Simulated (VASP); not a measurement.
# Si2W (I4/mmm) in VASP: notebook

The runs below take Si2W through single point, with LDA.

All numbers are computed with VASP 6.6.1; they aren't measurements. Logs are shortened: lines on timing, memory, paths and dates and some standing lists are left out, and cuts for length are marked.

**1. The cell of the first run**

It takes space group I4/mmm (No. 139, tetragonal). Conventional cell: a = 3.080 Å, b = 3.080 Å, c = 7.984 Å, α = 90.00°, β = 90.00°, γ = 90.00°. Within 3.4 Å of Si (site symmetry 4mm) lie 5 W at 2.55 to 2.67 Å and 9 Si at 2.56 to 3.08 Å. W (site symmetry 4/mmm) has 10 Si at 2.55 to 2.67 Å and 4 W at 3.08 Å within 3.4 Å.

**2. Single point, LDA (12.62 Å³/atom)**

File INCAR:

```
PREC = Accurate
ENCUT = 520
EDIFF = 1E-6
ISMEAR = 0
SIGMA = 0.15
LREAL = False
LASPH = True
NELM = 100
ALGO = Normal
ISIF = 2
LWAVE = False
LCHARG = True
LELF = True
LVHAR = True
NBANDS = 18
```

File KPOINTS:

```
Automatic mesh
0
Gamma
  20 20 20
```

File POSCAR:

```
Si2W
1.0
   -1.5398709965      1.5398709965      3.9919615714
    1.5398709965     -1.5398709965      3.9919615714
    1.5398709965      1.5398709965     -3.9919615714
Si W
2 1
Direct
    0.3346644983      0.3346644983      0.0000000000
    0.6653355017      0.6653355017      0.0000000000
    0.0000000000      0.0000000000      0.0000000000
```

Potentials or basis: VASP PAW LDA potentials, release 64 (Si, W_sv).

On the command line:

```sh
$ cat potpaw_LDA.64/Si/POTCAR potpaw_LDA.64/W_sv/POTCAR > POTCAR
$ mpirun -np 1 vasp_std > vasp.out
```

OUTCAR:

```text
PREC = Accurate
   ENCUT = 520
   EDIFF = 1E-6
   ISMEAR = 0
   LREAL = False
   LASPH = True
   NELM = 100
   ISIF = 2

 ion  position               nearest neighbor table
   1  0.335  0.335  0.000-   3 2.55   3 2.55   3 2.55   3 2.55   2 2.56   2 2.56   2 2.56   2 2.56
                             2 2.64   3 2.67
   2  0.665  0.665  0.000-   3 2.55   3 2.55   3 2.55   3 2.55   1 2.56   1 2.56   1 2.56   1 2.56
                             1 2.64   3 2.67
   3  0.000  0.000  0.000-   2 2.55   2 2.55   2 2.55   1 2.55   2 2.55   1 2.55   1 2.55   1 2.55
                             1 2.67   2 2.67

  LATTYP: Found a body centered tetragonal cell.
 ALAT       =     3.0797419930
 C/A-ratio  =     2.5924000000

  Lattice vectors:

 A1 = (  -1.5398709965,   1.5398709965,   3.9919615714)
 A2 = (   1.5398709965,  -1.5398709965,   3.9919615714)
 A3 = (   1.5398709965,   1.5398709965,  -3.9919615714)

Analysis of symmetry for initial positions (statically):
=====================================================================
 Subroutine PRICEL returns:
 Original cell was already a primitive cell.

 Routine SETGRP: Setting up the symmetry group for a
 body centered tetragonal supercell.

 Subroutine GETGRP returns: Found 16 space group operations
 (whereof 16 operations were pure point group operations)
 out of a pool of 16 trial point group operations.

The static configuration has the point symmetry D_4h.

Analysis of symmetry for dynamics (positions and initial velocities):
=====================================================================
 Subroutine PRICEL returns:
 Original cell was already a primitive cell.

 Routine SETGRP: Setting up the symmetry group for a
 body centered tetragonal supercell.

 Subroutine GETGRP returns: Found 16 space group operations
 (whereof 16 operations were pure point group operations)
 out of a pool of 16 trial point group operations.

The dynamic configuration has the point symmetry D_4h.

 Subroutine INISYM returns: Found 16 space group operations
 (whereof 16 operations are pure point group operations),
 and found     1 'primitive' translations

----------------------------------------------------------------------------------------

                                     Primitive cell

  volume of cell :      37.8630

  direct lattice vectors                    reciprocal lattice vectors
    -1.539870996  1.539870996  3.991961571     0.000000000  0.324702525  0.125251707
     1.539870996 -1.539870996  3.991961571     0.324702525  0.000000000  0.125251707
     1.539870996  1.539870996 -3.991961571     0.324702525  0.324702525  0.000000000

  length of vectors
     4.547324769  4.547324769  4.547324769     0.348022585  0.348022585  0.459198714

  position of ions in fractional coordinates (direct lattice)
     0.334664498  0.334664498  0.000000000
     0.665335502  0.665335502  0.000000000
     0.000000000  0.000000000  0.000000000

  ion indices of the primitive-cell ions
   primitive index   ion index
                 1           1
                 2           2
                 3           3

----------------------------------------------------------------------------------------

 KPOINTS: Automatic mesh

Automatic generation of k-mesh.
 Grid dimensions read from file:
 generate k-points for:   20   20   20

 Generating k-lattice:

  Cartesian coordinates                     Fractional coordinates (reciprocal lattice)
     0.000000000  0.016235126  0.006262585     0.050000000  0.000000000  0.000000000
     0.016235126  0.000000000  0.006262585     0.000000000  0.050000000  0.000000000
     0.016235126  0.016235126  0.000000000     0.000000000  0.000000000  0.050000000

  Length of vectors
     0.017401129  0.017401129  0.022959936

  Shift w.r.t. Gamma in fractional coordinates (k-lattice)
     0.000000000  0.000000000  0.000000000

 Subroutine IBZKPT returns following result:
 ===========================================

 Found    641 irreducible k-points:

 Following reciprocal coordinates:
            Coordinates               Weight
  0.000000  0.000000  0.000000      1.000000
  0.050000  0.000000 -0.000000      8.000000
  0.100000  0.000000 -0.000000      8.000000
  0.150000  0.000000 -0.000000      8.000000
  0.200000  0.000000 -0.000000      8.000000
  0.250000  0.000000  0.000000      8.000000
[... 16 lines left out ...]
 -0.400000  0.050000  0.000000     16.000000
 -0.350000  0.050000  0.000000     16.000000
 [... further k-points ...]
   k-points           NKPTS =    641   k-points in BZ     NKDIM =    641   number of bands    NBANDS=     18
   number of dos      NEDOS =    301   number of ions     NIONS =      3
   total plane-waves  NPLWV =  46656
   dimension x,y,z NGX =    36 NGY =   36 NGZ =   36
   dimension x,y,z NGXF=    72 NGYF=   72 NGZF=   72
   ions per type =               2   1
   NGX,Y,Z   is equivalent  to a cutoff of  13.16, 13.16, 13.16 a.u.
   NGXF,Y,Z  is equivalent  to a cutoff of  26.32, 26.32, 26.32 a.u.
 SYSTEM =  unknown system
   PREC   = accura    normal or accurate (medium, high low for compatibility)
   ISTART =      0    job   : 0-new  1-cont  2-samecut
   ICHARG =      2    charge: 1-file 2-atom 10-const
   ISPIN  =      1    spin polarized calculation?
   LNONCOLLINEAR =      F non collinear calculations
   LSORBIT =      F    spin-orbit coupling
   LASPH  =      T    aspherical Exc in radial PAW
   ENCUT  =  520.0 eV  38.22 Ry    6.18 a.u.   8.46  8.46  8.46*2*pi/ulx,y,z
   NELM   =    100;   NELMIN=  2; NELMDL= -5     # of ELM steps
   EDIFF  = 0.1E-05   stopping-criterion for ELM
   LREAL  =      F    real-space projection
[... 7 lines left out ...]
   TEBEG  =    0.0;   TEEND  =   0.0 temperature during run
   PSTRESS=    0.0 pullay stress
   NELECT =      22.0000    total number of electrons
   NUPDOWN=      -1.0000    fix difference up-down
   EMIN   =  10.00;   EMAX   =-10.00  energy-range for DOS
   EFERMI =   0.00;   METHOD = LEGACY
   ISMEAR =     0;   SIGMA  =   0.15  broadening in eV -4-tet -1-fermi 0-gaus
   EFERMI_NEDOS =   21; number of points for ismear=-14 and -15
   IALGO  =     38    algorithm
   IMIX   =      4    mixing-type and parameters
     AMIX     =   0.40;   BMIX     =  1.00
     AMIX_MAG =   1.60;   BMIX_MAG =  1.00
  volume/ion in A,a.u.               =      12.62        85.17
  Fermi-wavevector in a.u.,A,eV,Ry     =   1.366084  2.581524 25.390993  1.866185
  Thomas-Fermi vector in A             =   2.492256
   LORBIT       =      0    0 simple, 1 ext, 2 COOP (PROOUT), +10 PAW based schemes
   GGA     = CA    functional components
   LHFCALC =     F    Hartree Fock is set to
   AEXX    =    0.0000 exact exchange contribution
   IVDW    =     0    specifies the selected vdW correction
   LEPSILON=     F    determine dielectric tensor
   LRPA    =     F    only Hartree local field effects (RPA)
 non-spin polarized calculation
 Gauss-broadening in eV      SIGMA  =   0.15
  energy-cutoff  :      520.00
  volume of cell :       37.86
 maximum number of plane-waves:      1039
 NGX is ok and might be reduce to    36
   NGX = 17   NGY = 17   NGZ = 17

 number of electron      22.0000001 magnetization

 Free energy of the ion-electron system (eV)
  ---------------------------------------------------
  ext. energy  EPLUGINS =         0.00000000
  ---------------------------------------------------
  free energy    TOTEN  =       -27.17938194 eV

  energy without entropy =      -27.17524038  energy(sigma->0) =      -27.17731116

 E-fermi :  12.9913     XC(G=0): -12.9657

 val. band max:       12.9894891465   @ k =   0.3000   0.3000   0.2000
 cond. band min:      12.9934211811   @ k =  -0.2500  -0.3000   0.2000
 fundamental gap:      0.0039320346
 Fermi energy:        12.9912788558

 k-point     1 :       0.0000    0.0000    0.0000
  band No.  band energies     occupation
      1     -60.3624      2.00000
      2     -25.0041      2.00000
      3     -24.8436      2.00000
      4     -24.8436      2.00000
      5      -1.6944      2.00000
      6       5.4602      2.00000
[... 10 lines left out ...]
     17      18.6818      0.00000
     18      18.6818      0.00000

 k-point     2 :       0.0500    0.0000   -0.0000
  band No.  band energies     occupation
      1     -60.3621      2.00000
      2     -25.0033      2.00000
      3     -24.8524      2.00000
      4     -24.8427      2.00000
      5      -1.6424      2.00000
      6       5.4734      2.00000
[... 10 lines left out ...]
     17      18.7075      0.00000
     18      18.9392      0.00000

 k-point     3 :       0.1000    0.0000   -0.0000
  band No.  band energies     occupation
      1     -60.3610      2.00000
      2     -25.0010      2.00000
      3     -24.8779      2.00000
      4     -24.8404      2.00000
      5      -1.4875      2.00000
      6       5.5065      2.00000
[... 10 lines left out ...]
     17      18.8455      0.00000
     18      19.5529      0.00000

 k-point     4 :       0.1500    0.0000   -0.0000
  band No.  band energies     occupation
      1     -60.3594      2.00000
      2     -24.9973      2.00000
      3     -24.9174      2.00000
      4     -24.8368      2.00000
      5      -1.2330      2.00000
      6       5.5387      2.00000
[... 10 lines left out ...]
     17      19.2742      0.00000
     18      20.3541      0.00000

 k-point     5 :       0.2000    0.0000   -0.0000
  band No.  band energies     occupation
      1     -60.3574      2.00000
      2     -24.9928      2.00000
      3     -24.9667      2.00000
      4     -24.8322      2.00000
      5      -0.8843      2.00000
      6       5.5275      2.00000
[... 10 lines left out ...]
     17      19.9859      0.00000
     18      21.2571      0.00000

 k-point     6 :       0.2500    0.0000    0.0000
  band No.  band energies     occupation
      1     -60.3551      2.00000
      2     -25.0212      2.00000
      3     -24.9874      2.00000
      4     -24.8270      2.00000
      5      -0.4487      2.00000
      6       5.4033      2.00000
[... 10 lines left out ...]
     17      20.6874      0.00000
     18      22.1307      0.00000

 k-point     7 :       0.3000    0.0000   -0.0000
  band No.  band energies     occupation
      1     -60.3528      2.00000
      2     -25.0749      2.00000
      3     -24.9823      2.00000
      4     -24.8219      2.00000
      5       0.0649      2.00000
      6       5.1040      2.00000
[... 10 lines left out ...]
     17      20.8611      0.00000
     18      22.3039      0.00000

 k-point     8 :       0.3500    0.0000   -0.0000
  band No.  band energies     occupation
      1     -60.3508      2.00000
      2     -25.1230      2.00000
      3     -24.9777      2.00000
      4     -24.8173      2.00000
      5       0.6454      2.00000
      6       4.6386      2.00000
[... 10 lines left out ...]
     17      20.5050      0.00000
     18      21.9740      0.00000
[... 229 lines left out ...]
     17      19.9671      0.00000
     18      21.3872      0.00000

 k-point    20 :       0.4500    0.0500   -0.0000
  band No.  band energies     occupation
      1     -60.3478      2.00000
      2     -25.1839      2.00000
      3     -24.9709      2.00000
      4     -24.8196      2.00000
      5       2.0377      2.00000
      6       3.3979      2.00000
[... 10 lines left out ...]
     17      19.9264      0.00000
     18      20.6801      0.00000

 k-point    21 :       0.5000    0.0500    0.0000
  band No.  band energies     occupation
      1     -60.3474      2.00000
      2     -25.1922      2.00000
      3     -24.9699      2.00000
      4     -24.8188      2.00000
      5       2.4609      2.00000
      6       2.9596      2.00000
[... 10 lines left out ...]
     17      20.1763      0.00000
     18      20.2469      0.00000

 k-point    22 :      -0.4500    0.0500    0.0000
  band No.  band energies     occupation
      1     -60.3478      2.00000
      2     -25.1839      2.00000
      3     -24.9705      2.00000
      4     -24.8196      2.00000
      5       1.9071      2.00000
      6       3.4899      2.00000
[... 10 lines left out ...]
     17      20.1302      0.00000
     18      20.7799      0.00000

 k-point    23 :      -0.4000    0.0500    0.0000
  band No.  band energies     occupation
      1     -60.3488      2.00000
      2     -25.1597      2.00000
      3     -24.9727      2.00000
      4     -24.8220      2.00000
      5       1.2437      2.00000
      6       4.1279      2.00000
[... 10 lines left out ...]
     17      20.2481      0.00000
     18      21.6313      0.00000

 k-point    24 :      -0.3500    0.0500    0.0000
  band No.  band energies     occupation
      1     -60.3504      2.00000
      2     -25.1218      2.00000
      3     -24.9762      2.00000
      4     -24.8257      2.00000
      5       0.6138      2.00000
      6       4.7299      2.00000
[... 10 lines left out ...]
     17      20.5089      0.00000
     18      22.0853      0.00000

 [... further k-points ...]

------------------------ aborting loop because EDIFF is reached ----------------------------------------

  FORCE on cell =-STRESS in cart. coord.  units (eV):
  Direction    XX          YY          ZZ          XY          YZ          ZX
  --------------------------------------------------------------------------------------
  -------------------------------------------------------------------------------------
  Total        4.5949853      4.5949853     -1.3076497      0.0000000      0.0000000     -0.0000000
  in kB      194.4373452    194.4373452    -55.3333535      0.0000000      0.0000000     -0.0000000
  external PRESSURE =     111.1804456 kB  Pullay stress =       0.0000000 kB

 VOLUME and BASIS-vectors are now :
 -----------------------------------------------------------------------------
  energy-cutoff  :      520.00
  volume of cell :       37.86
      direct lattice vectors                 reciprocal lattice vectors
    -1.539870996  1.539870996  3.991961571     0.000000000  0.324702525  0.125251707
     1.539870996 -1.539870996  3.991961571     0.324702525  0.000000000  0.125251707
     1.539870996  1.539870996 -3.991961571     0.324702525  0.324702525  0.000000000

 POSITION                                       TOTAL-FORCE (eV/Angst)
 -----------------------------------------------------------------------------------
      0.00000      0.00000      2.67194        -0.000000     -0.000000     -0.130744
      0.00000      0.00000      5.31199        -0.000000     -0.000000      0.130744
      0.00000      0.00000      0.00000         0.000000      0.000000      0.000000
 -----------------------------------------------------------------------------------
    total drift:                               -0.000000     -0.000000      0.000000

  FREE ENERGIE OF THE ION-ELECTRON SYSTEM (eV)
  ---------------------------------------------------
  free  energy   TOTEN  =       -27.1793819423 eV

  energy  without entropy=      -27.1752403795  energy(sigma->0) =      -27.17731116
```

Wall time 5.8 min (1 thread of AMD EPYC 9R45 (Zen 5), shared host); peak memory 0.48 GiB.

What came out:

```yaml
Free_energy: -27.1794 eV
Pressure: 11.1 GPa
Largest_force: 0.131 eV/Å
Band_gap_on_the_k_mesh: zero (bands 11 and 12 overlap by 1.55 eV)
```

Forces in eV/Å, atoms in the order of the input:
```
Si   0.000  0.000 -0.131
Si   0.000  0.000  0.131
W    0.000  0.000  0.000
```

Caveat: the stress differs along the axes, from -6 to 19 GPa; spin-orbit coupling is left out, which moves the levels of the heavy elements.

**3. Single point, LDA (12.62 Å³/atom)**

File INCAR:

```
ALGO = Normal
EDIFF = 1E-6
ENCUT = 520
GGA = CA
ISIF = 2
ISMEAR = 0
LASPH = T
LCHARG = T
LELF = T
LREAL = F
LVHAR = T
LWAVE = F
NBANDS = 18
NELM = 80
PREC = Accurate
SIGMA = 0.15
```

File KPOINTS:

```
k-points
0
Gamma
  20 20 20
```

File POSCAR:

```
Si2W
1.0
   -1.4788382031      1.4788382031      4.3282636528
    1.4788382031     -1.4788382031      4.3282636528
    1.4788382031      1.4788382031     -4.3282636528
Si W
2 1
Direct
    0.3346644983      0.3346644983      0.0000000000
    0.6653355017      0.6653355017      0.0000000000
    0.0000000000      0.0000000000      0.0000000000
```

Potentials or basis: VASP PAW LDA potentials, release 64 (Si, W_sv).

On the command line:

```sh
$ cat potpaw_LDA.64/Si/POTCAR potpaw_LDA.64/W_sv/POTCAR > POTCAR
$ mpirun -np 1 vasp_std > vasp.out
```

OUTCAR:

```text
EDIFF = 1E-6
   ENCUT = 520
   GGA = CA
   ISIF = 2
   ISMEAR = 0
   LASPH = T
   LREAL = F
   NELM = 80
   PREC = Accurate

 ion  position               nearest neighbor table
   1  0.335  0.335  0.000-   3 2.53   3 2.53   3 2.53   3 2.53   2 2.55   2 2.55   2 2.55   2 2.55
                             2 2.86   3 2.90
   2  0.665  0.665  0.000-   3 2.53   3 2.53   3 2.53   3 2.53   1 2.55   1 2.55   1 2.55   1 2.55
                             1 2.86   3 2.90
   3  0.000  0.000  0.000-   2 2.53   2 2.53   2 2.53   1 2.53   1 2.53   1 2.53   2 2.53   1 2.53
[... 704 lines left out ...]
  Direction    XX          YY          ZZ          XY          YZ          ZX
  --------------------------------------------------------------------------------------
  -------------------------------------------------------------------------------------
  Total        7.9350242      7.9350242     -5.5387001      0.0000000      0.0000000      0.0000000
  in kB      335.7714908    335.7714908   -234.3707496      0.0000000      0.0000000      0.0000000
  external PRESSURE =     145.7240773 kB  Pullay stress =       0.0000000 kB

 VOLUME and BASIS-vectors are now :
 -----------------------------------------------------------------------------
  energy-cutoff  :      520.00
  volume of cell :       37.86
      direct lattice vectors                 reciprocal lattice vectors
    -1.478838203  1.478838203  4.328263653     0.000000000  0.338103248  0.115519765
     1.478838203 -1.478838203  4.328263653     0.338103248  0.000000000  0.115519765
     1.478838203  1.478838203 -4.328263653     0.338103248  0.338103248  0.000000000

 POSITION                                       TOTAL-FORCE (eV/Angst)
 -----------------------------------------------------------------------------------
      0.00000      0.00000      2.89703        -0.000000     -0.000000      0.013929
      0.00000      0.00000      5.75949         0.000000      0.000000     -0.013929
      0.00000      0.00000      0.00000        -0.000000     -0.000000     -0.000000
 -----------------------------------------------------------------------------------
    total drift:                                0.000000     -0.000000      0.000000

  FREE ENERGIE OF THE ION-ELECTRON SYSTEM (eV)
  ---------------------------------------------------
  free  energy   TOTEN  =       -26.3491708493 eV

  energy  without entropy=      -26.3377409447  energy(sigma->0) =      -26.34345590
```

OSZICAR:

```text
N       E                     dE             d eps       ncg     rms          rms(c)
DAV:   1     0.131427942080E+03    0.13143E+03   -0.10969E+04 23100   0.125E+03
DAV:   2    -0.225803710896E+02   -0.15401E+03   -0.15027E+03 26578   0.325E+02
DAV:   3    -0.271199149391E+02   -0.45395E+01   -0.44664E+01 28488   0.503E+01
DAV:   4    -0.271584119543E+02   -0.38497E-01   -0.38443E-01 27144   0.492E+00
DAV:   5    -0.271588119324E+02   -0.39998E-03   -0.39995E-03 27412   0.531E-01    0.285E+01
DAV:   6    -0.265052762844E+02    0.65354E+00   -0.27435E+00 25322   0.117E+01    0.107E+01
DAV:   7    -0.263930085889E+02    0.11227E+00   -0.71596E-01 24896   0.398E+00    0.527E+00
DAV:   8    -0.263512993462E+02    0.41709E-01   -0.15100E-01 25080   0.256E+00    0.606E-01
DAV:   9    -0.263493396795E+02    0.19597E-02   -0.41582E-03 26534   0.477E-01    0.189E-01
DAV:  10    -0.263491850281E+02    0.15465E-03   -0.68192E-04 28396   0.207E-01    0.815E-02
DAV:  11    -0.263491712303E+02    0.13798E-04   -0.96333E-05 25592   0.651E-02    0.241E-02
DAV:  12    -0.263491708493E+02    0.38102E-06   -0.74579E-06 25290   0.228E-02
   1 F= -.26349171E+02 E0= -.26343456E+02  d E =-.114299E-01
```

It took 5.9 min on 1 thread of AMD EPYC 9R45 (Zen 5), shared host; peak memory 0.48 GiB.

What came out:

```yaml
Free_energy: -26.3492 eV
Pressure: 14.6 GPa
Largest_force: 0.014 eV/Å
Band_gap_on_the_k_mesh: zero (bands 11 and 12 overlap by 2.66 eV)
```

Forces on the atoms (eV/Å):
```
Si   0.000  0.000  0.014
Si   0.000  0.000 -0.014
W    0.000  0.000  0.000
```

Caveat: the stress differs along the axes, from -23 to 34 GPa; spin-orbit coupling is left out, which moves the levels of the heavy elements.
